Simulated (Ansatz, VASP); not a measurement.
## PtSe: VASP beside Ansatz

The input INCAR:

```
ALGO = Normal
EDIFF = 1E-6
ENCUT = 520
GGA = PS
ISIF = 2
ISMEAR = 0
ISPIN = 2
LASPH = True
LCHARG = False
LMAXMIX = 4
LORBIT = 11
LREAL = False
LWAVE = False
MAGMOM = 0.05 0
NBANDS = 19
NELM = 150
PREC = Accurate
SIGMA = 0.05
```

Contents of KPOINTS:

```
k-points
0
Gamma
  10 10 10
```

The input POSCAR:

```
PtSe
1.0
    0.0000000000      2.6058892385      2.5537714537
    2.6058892385      0.0000000000      2.5537714537
    2.6058892385      2.6058892385      0.0000000000
Pt Se
1 1
Direct
    0.5000000000      0.5000000000      0.5000000000
    0.0000000000      0.0000000000      0.0000000000
```

Input for Ansatz:

```yaml
crystal:
  lattice:
    - [0.0, 2.6058892385, 2.5537714537]
    - [2.6058892385, 0.0, 2.5537714537]
    - [2.6058892385, 2.6058892385, 0.0]
  atoms:
    - { symbol: Pt, position: [0.5, 0.5, 0.5], spin: 0.05 }
    - { symbol: Se, position: [0.0, 0.0, 0.0] }
basis:
  ecutwfc: 420
  ecutrho_ratio: 4
kpoints:
  mp_grid: { grid: [10, 10, 10] }
hamiltonian:
  xc: pbesol
scf:
  occupations: { method: gaussian, width: 0.05 }
output:
  forces: true
  stress: true
  eigenvalues: true
  populations: true
magnetization:
  spin_polarized: true
```

Change from the starting cell: strain e3 = -0.02, atoms carried along.

Alike in both runs: task single point; functional PBEsol; k mesh 10 × 10 × 10; occupations gaussian, width 0.05 eV; collinear spin.

```csv
,VASP,Ansatz
version,VASP 6.6.1,Ansatz 0.2.0
potentials or method,"VASP PAW PBE potentials, release 64 (Pt, Se), cutoff 520 eV","scalar-relativistic, plane waves, PAW"
valence electrons in the cell,16,34
```

Ansatz gave:

```
gap on the k mesh at the Fermi level (eV)                     : none
pressure (GPa)                                                : 3.3
traceless stress, the component that is largest in VASP (GPa) : 3.13
net moment per atom (μB)                                      : 0.00
```

What did VASP give for the same quantities?

gap on the k mesh at the Fermi level (eV): none; pressure (GPa): 3.4; traceless stress, the component that is largest in VASP (GPa): 3.20; net moment per atom (μB): 0.00.

VASP's potentials were made for PBE, not for PBEsol. A gap of «none» marks a metal or a gap that the smearing closes. With one functional, cell and mesh, what is left measures potentials, basis and numerics. VASP's potentials hold 16 valence electrons a cell and Ansatz's 34, so a difference there can come from the potentials and not from the codes. Ansatz's warnings: seeded moment not kept.

Neither program's run includes spin-orbit coupling.
